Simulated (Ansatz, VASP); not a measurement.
NaY in VASP and in Ansatz

```
Na Y
1.0
     0.00000    3.21308    3.21308
     3.21308    0.00000    3.21308
     3.21308    3.21308    0.00000
Na Y
1 1
Direct
  0.50000 0.50000 0.50000
  0.00000 0.00000 0.00000
```

Alike in both runs: task single point; functional PBE; k mesh 16 × 16 × 16; occupations gaussian, width 0.1 eV; no spin polarisation.

|  | VASP | Ansatz |
| --- | --- | --- |
| version | VASP 6.6.1 | Ansatz 0.2.0 |
| potentials or method | VASP PAW PBE potentials, release 64 (Na_pv, Y_sv), cutoff 520 eV | scalar-relativistic, plane waves, PAW |
| valence electrons in the cell | 18 | 20 |

|  | VASP | Ansatz | Ansatz less VASP |
| --- | --- | --- | --- |
| gap on the k mesh at the Fermi level (eV) | none | none | - |
| pressure (GPa) | 0.0 | 0.0 | 0.00 |

A gap of «none» marks a metal or a gap that the smearing closes. VASP's potentials hold 18 valence electrons a cell and Ansatz's 20, so a difference there can come from the potentials and not from the codes.
